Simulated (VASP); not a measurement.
# Li2Se (Fm-3m) in VASP: a series of runs, part 2 of 2

VASP 6.6.1.

## (4) Relaxation of cell and atoms, PBEsol, target pressure 15 GPa, at which the enthalpy is minimised

File INCAR:

```
PREC = Accurate
ENCUT = 750
EDIFF = 1E-7
ISMEAR = 0
SIGMA = 0.01
LREAL = F
LASPH = T
NELM = 120
ALGO = Normal
ISIF = 3
LWAVE = F
LCHARG = F
GGA = PS
IBRION = 2
NSW = 100
EDIFFG = -0.002
PSTRESS = 150.0
GGA_COMPAT = F
NELMIN = 4
```

File KPOINTS:

```
Automatic mesh
0
Gamma
  8 8 8
```

File POSCAR:

```
Li2Se
1.0
    2.9723716276      2.9723716276      0.0000000000
   -2.9723716276      2.9723716276      0.0000000000
    0.0000000000      2.9723716276      2.9723716276
Li Se
2 1
Direct
    0.2500000000      0.7500000000      0.5000000000
    0.7500000000      0.2500000000      0.5000000000
    0.0000000000      0.0000000000      0.0000000000
```

Potentials or basis: VASP PAW PBE potentials, release 64 (Li_sv, Se).

Run with:

```
> cat potpaw_PBE.64/Li_sv/POTCAR potpaw_PBE.64/Se/POTCAR > POTCAR
> mpirun -np 1 vasp_std > vasp.out
```

OUTCAR:

```text
PREC = Accurate
   ENCUT = 750
   EDIFF = 1E-7
   ISMEAR = 0
   LREAL = F
   LASPH = T
   NELM = 120
   ISIF = 3
   GGA = PS
   IBRION = 2
   NSW = 100
   EDIFFG = -0.002
   PSTRESS = 150.0
   NELMIN = 4

 ion  position               nearest neighbor table
   1  0.250  0.750  0.500-   3 2.57   3 2.57   3 2.57   3 2.57
   2  0.750  0.250  0.500-   3 2.57   3 2.57   3 2.57   3 2.57
   3  0.000  0.000  0.000-   2 2.57   1 2.57   1 2.57   2 2.57   1 2.57   2 2.57   2 2.57   1 2.57

  LATTYP: Found a face centered cubic cell.
 ALAT       =     5.9447432552

  Lattice vectors:

 A1 = (   0.0000000000,   2.9723716276,   2.9723716276)
 A2 = (   2.9723716276,   0.0000000000,   2.9723716276)
 A3 = (   2.9723716276,   2.9723716276,   0.0000000000)

Analysis of symmetry for initial positions (statically):
=====================================================================
 Subroutine PRICEL returns:
 Original cell was already a primitive cell.

 Routine SETGRP: Setting up the symmetry group for a
 face centered cubic supercell.

 Subroutine GETGRP returns: Found 48 space group operations
 (whereof 48 operations were pure point group operations)
 out of a pool of 48 trial point group operations.

The static configuration has the point symmetry O_h .

Analysis of symmetry for dynamics (positions and initial velocities):
=====================================================================
 Subroutine PRICEL returns:
 Original cell was already a primitive cell.

 Routine SETGRP: Setting up the symmetry group for a
 face centered cubic supercell.

 Subroutine GETGRP returns: Found 48 space group operations
 (whereof 48 operations were pure point group operations)
 out of a pool of 48 trial point group operations.

The dynamic configuration has the point symmetry O_h .

 Subroutine INISYM returns: Found 48 space group operations
 (whereof 48 operations are pure point group operations),
 and found     1 'primitive' translations

----------------------------------------------------------------------------------------

                                     Primitive cell
[... 111 lines left out ...]
   IMIX   =      4    mixing-type and parameters
     AMIX     =   0.40;   BMIX     =  1.00
     AMIX_MAG =   1.60;   BMIX_MAG =  1.00
  volume/ion in A,a.u.               =      17.51       118.14
  Fermi-wavevector in a.u.,A,eV,Ry     =   1.000819  1.891273 13.628117  1.001638
  Thomas-Fermi vector in A             =   2.133200
   LORBIT       =      0    0 simple, 1 ext, 2 COOP (PROOUT), +10 PAW based schemes
   GGA     = PS    functional components
   LHFCALC =     F    Hartree Fock is set to
   AEXX    =    0.0000 exact exchange contribution
   IVDW    =     0    specifies the selected vdW correction
   LEPSILON=     F    determine dielectric tensor
   LRPA    =     F    only Hartree local field effects (RPA)
 conjugate gradient relaxation of ions
 non-spin polarized calculation
 Gauss-broadening in eV      SIGMA  =   0.01
  energy-cutoff  :      750.00
  volume of cell :       52.52
 maximum number of plane-waves:      2469
 NGX is ok and might be reduce to    40
   NGX = 19   NGY = 19   NGZ = 19

--------------------------------------- Ionic step        1  -------------------------------------------

 number of electron      12.0000000 magnetization

 Free energy of the ion-electron system (eV)
  ---------------------------------------------------
  ext. energy  EPLUGINS =         0.00000000
  ---------------------------------------------------
  free energy    TOTEN  =       -11.55990792 eV

  energy without entropy =      -11.55990792  energy(sigma->0) =      -11.55990792

 E-fermi :   1.1652     XC(G=0):  -8.4922

 val. band max:        1.0916627862   @ k =   0.0000   0.0000   0.0000
 cond. band min:       3.9001958474   @ k =   0.5000   0.5000   0.0000
 fundamental gap:      2.8085330613
 Fermi energy:         1.1651568308

 k-point     1 :       0.0000    0.0000    0.0000
  band No.  band energies     occupation
      1     -42.8792      2.00000
      2     -42.8502      2.00000
      3     -10.3994      2.00000
      4       1.0917      2.00000
      5       1.0917      2.00000
      6       1.0917      2.00000
      7       4.4562      0.00000
      8       6.6711      0.00000
      9       6.6711      0.00000
     10       6.6711      0.00000
[... 411 lines left out ...]
  energy  without entropy=      -11.1121232826  energy(sigma->0) =      -11.11212328

  enthalpy is  TOTEN    =        -7.2990174251 eV   P V=        3.8131058575

[... ionic steps 4 to 16 ...]

--------------------------------------- Ionic step       17  -------------------------------------------

 number of electron      11.9999999 magnetization

------------------------ aborting loop because EDIFF is reached ----------------------------------------
[... 73 lines left out ...]
--------------------------------------- Ionic step       19  -------------------------------------------

 number of electron      11.9999999 magnetization

 Free energy of the ion-electron system (eV)
  ---------------------------------------------------
  ext. energy  EPLUGINS =         0.00000000
  ---------------------------------------------------
  free energy    TOTEN  =       -11.11034946 eV

  energy without entropy =      -11.11034946  energy(sigma->0) =      -11.11034946

 E-fermi :   2.9479     XC(G=0):  -9.4840

 val. band max:        2.8392946238   @ k =   0.0000   0.0000   0.0000
 cond. band min:       5.3042662221   @ k =   0.5000   0.5000   0.0000
 fundamental gap:      2.4649715983
 Fermi energy:         2.9478733776

 k-point     1 :       0.0000    0.0000    0.0000
  band No.  band energies     occupation
      1     -40.9243      2.00000
      2     -40.8452      2.00000
      3      -9.4915      2.00000
      4       2.8393      2.00000
      5       2.8393      2.00000
      6       2.8393      2.00000
      7       7.4341      0.00000
      8       8.4187      0.00000
      9       8.4187      0.00000
     10       8.4187      0.00000
[... 333 lines left out ...]
  energy  without entropy=      -11.1103494559  energy(sigma->0) =      -11.11034946

  enthalpy is  TOTEN    =        -7.2990201914 eV   P V=        3.8113292645

 reached required accuracy - stopping structural energy minimisation
```

OSZICAR:

```text
N       E                     dE             d eps       ncg     rms          rms(c)
DAV:   1     0.425569911090E+02    0.42557E+02   -0.66802E+03   580   0.149E+03
DAV:   2    -0.557063564489E+01   -0.48128E+02   -0.46963E+02   722   0.214E+02
DAV:   3    -0.114827516139E+02   -0.59121E+01   -0.58938E+01   974   0.579E+01
DAV:   4    -0.117613452149E+02   -0.27859E+00   -0.27827E+00   900   0.133E+01
[... 121 lines left out ...]
       N       E                     dE             d eps       ncg     rms          rms(c)
DAV:   1    -0.111103508640E+02    0.87671E-03   -0.30591E-05   600   0.447E-02    0.773E-03
DAV:   2    -0.111103496613E+02    0.12027E-05   -0.43118E-06   782   0.161E-02    0.436E-03
DAV:   3    -0.111103494093E+02    0.25194E-06   -0.94685E-07   606   0.600E-03    0.187E-03
DAV:   4    -0.111103494559E+02   -0.46605E-07   -0.26898E-08   294   0.157E-03
  19 F= -.72990202E+01 E0= -.72990202E+01  d E =-.270465E-05
```

CONTCAR:

```text
Li2Se
   1.00000000000000
     2.7303726966020316    2.7303726966020312    0.0000000000000001
    -2.7303726966020316    2.7303726966020312   -0.0000000000000000
    -0.0000000000000000    2.7303726966020312    2.7303726966020312
  Li              Se
     2     1
Direct
     0.2500000000000000    0.7500000000000000    0.5000000000000000
     0.7500000000000000    0.2500000000000000    0.5000000000000000
     0.0000000000000000    0.0000000000000000    0.0000000000000000

  0.00000000E+00  0.00000000E+00  0.00000000E+00
  0.00000000E+00  0.00000000E+00  0.00000000E+00
  0.00000000E+00  0.00000000E+00  0.00000000E+00
```

It took 3.1 min on 1 thread of Intel Xeon Platinum 8259CL at 2.50GHz (Skylake/Cascade Lake), shared host; peak memory 0.26 GiB.

What came out:

```yaml
Free_energy: -11.1103 eV
Relaxed_volume: 13.57 Å³/atom
Relaxed_cell: a = 3.861 Å, b = 3.861 Å, c = 3.861 Å, α = 60.00°, β = 60.00°, γ = 90.00°
Space_group_after_relaxing_to_0.1_Å: Fm-3m (No. 225)
Energy_change_on_relaxing_the_run_minimises_the_enthalpy: +149.9 meV/atom
Ionic_steps: 19
Pressure_after_relaxing: 15.0 GPa
Band_gap_on_the_k_mesh: 2.46 eV (least direct gap 4.59 eV)
```

The path:
```tsv
step	energy change (eV)	largest force (eV/Å)	pressure (GPa)	volume (Å³)
1	0.0000	0.0000	0.01	52.52
2	0.4201	0.0000	14.31	41.03
3	0.4478	0.0000	14.96	40.73
4	0.4478	0.0000	14.96	40.73
5	0.4478	0.0000	14.96	40.73
6	0.4478	0.0000	14.96	40.73
7	0.4478	0.0000	14.96	40.73
8	0.4478	0.0000	14.96	40.73
9	0.4478	0.0000	14.96	40.73
10	0.4478	0.0000	14.96	40.73
11	0.4478	0.0000	14.96	40.73
12	0.4478	0.0000	14.96	40.73
13	0.4478	0.0000	14.96	40.73
14	0.4479	0.0000	14.96	40.73
15	0.4479	0.0000	14.96	40.73
16	0.4480	0.0000	14.96	40.73
17	0.4482	0.0000	14.97	40.72
18	0.4487	0.0000	14.97	40.72
19	0.4496	0.0000	14.99	40.71
```

Final structure:
```yaml
crystal:
  lattice:
    - [2.73037, 2.73037, 0.00000]
    - [-2.73037, 2.73037, 0.00000]
    - [0.00000, 2.73037, 2.73037]
  atoms:
    - { symbol: Li, position: [0.25000, 0.75000, 0.50000] }
    - { symbol: Li, position: [0.75000, 0.25000, 0.50000] }
    - { symbol: Se, position: [0.00000, 0.00000, 0.00000] }
```

Caveat: the cell is relaxed towards a set pressure, so the run minimises the enthalpy, not the energy; the volume moved by over 15 % at a fixed basis, so the end points are rough; the PAW data sets were made with another functional, which shifts forces and pressure a little.

## (5) Single point, PBEsol

File INCAR:

```
SYSTEM = Li2Se
PREC     = Accurate       ! precision mode
ENCUT    = 750            ! plane-wave cutoff, eV
EDIFF    = 1E-6           ! SCF threshold, eV
ISMEAR   = -1             ! smearing method
SIGMA    = 0.05           ! smearing width, eV
LREAL    = .FALSE.        ! projectors in reciprocal space
LASPH    = .TRUE.         ! aspherical terms in the spheres
NELM     = 120            ! most SCF steps
ALGO     = Normal         ! electronic algorithm
ISIF     = 2              ! what is computed and relaxed
LWAVE    = .FALSE.        ! write WAVECAR
LCHARG   = .FALSE.        ! write CHGCAR
GGA      = PS             ! functional
NBANDS   = 13             ! bands
GGA_COMPAT= .FALSE.
```

File KPOINTS:

```
Automatic mesh
0
G
  12 12 12
  0 0 0
```

POSCAR is that of step 4.

Run with:

```
> cat potpaw_PBE.64/Li_sv/POTCAR potpaw_PBE.64/Se/POTCAR > POTCAR
> mpirun -np 1 vasp_std > vasp.out
```

It took 82 s on 1 thread of Intel Xeon Platinum 8259CL at 2.50GHz (Skylake/Cascade Lake), shared host; peak memory 0.28 GiB.

It converged, with:

```
Free energy            : -11.5599 eV
Pressure               : 0.0 GPa
Band gap on the k mesh : 2.81 eV (least direct gap 3.36 eV)
```

Levels at points of the mesh, in eV from the valence-band top:
```tsv
k point	band 3	band 4	band 5	band 6	band 7	band 8	band 9	band 10
(0.00, 0.00, 0.00)	-11.49	0.00	0.00	0.00	3.36	5.58	5.58	5.58
(0.50, 0.00, 0.00)	-11.10	-3.04	-0.55	-0.55	5.14	5.90	5.90	7.91
(0.50, 0.50, 0.00)	-10.98	-2.37	-1.51	-1.51	2.81	6.20	10.42	10.42
```

Caveat: the PAW data sets were made with another functional, which shifts forces and pressure a little. A k mesh can miss the band edges.

## (6) Overview

| task | cell | k mesh | smearing | gap on the mesh (eV) | pressure (GPa) |
| --- | --- | --- | --- | --- | --- |
| relaxation of cell and atoms | relaxed to 7 GPa | 8 × 8 × 8 | gaussian 0.01 eV | 2.64 | 7.0 |
| relaxation of cell and atoms | relaxed to 10 GPa | 8 × 8 × 8 | gaussian 0.01 eV | 2.57 | 10.0 |
| relaxation of cell and atoms | relaxed to 15 GPa | 8 × 8 × 8 | gaussian 0.01 eV | 2.46 | 15.0 |
| single point | as given | 12 × 12 × 12 | fermi-dirac 0.05 eV | 2.81 | 0.0 |

Alike in all rows: level PBEsol; potentials or basis VASP PAW PBE potentials, release 64 (Li_sv, Se); no spin polarisation; cutoff (eV) 750.

Caveats: the PAW data sets were made with another functional, which shifts forces and pressure a little; the cell is relaxed towards a set pressure, so the run minimises the enthalpy, not the energy (at least some runs); the volume moved by over 15 % at a fixed basis, so the end points are rough (at least some runs).

Absolute energies hang on the potentials; compare differences alone.
